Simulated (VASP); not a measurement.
A run of VASP 6.6.1 is set up as follows.

File INCAR:

```
SYSTEM = Lu3Si
ALGO = Normal ; EDIFF = 1E-7
ENCUT = 520 ; GGA = PS
ISIF = 2 ; ISMEAR = -1
LASPH = .True. ; LCHARG = .False.
LREAL = .False. ; LWAVE = .False.
NBANDS = 48 ; NELM = 80
PREC = Accurate ; SIGMA = 0.1
```

KPOINTS

```
k-points
0
Gamma
  5 5 5
  0 0 0
```

Contents of POSCAR:

```
Lu3Si
1.0
    4.5414190000      0.0000000000      0.0000000000
    0.0000000000      4.5414190000      0.0000000000
    0.0000000000      0.0000000000      4.5414190000
Lu Si
3 1
Direct
    0.0000000000      0.5000000000      0.5000000000
    0.5000000000      0.0000000000      0.5000000000
    0.5000000000      0.5000000000      0.0000000000
    0.0000000000      0.0000000000      0.0000000000
```

Potentials or basis: VASP PAW PBE potentials, release 64 (Lu, Si).

The run is started by

```bash
$ cat potpaw_PBE.64/Lu/POTCAR potpaw_PBE.64/Si/POTCAR > POTCAR
$ mpirun -np 1 vasp_std > vasp.out
```

Problem. What does it give for the pressure?

Solution. -3.5 GPa.

Problem. What does it give for the band gap on the k mesh?

Solution. Zero (an odd number of electrons rules out a gap without spin polarisation).

Caveat: the cell stands under tension; the PAW data sets were made with another functional, which shifts forces and pressure a little; spin-orbit coupling is left out, which moves the levels of the heavy elements.
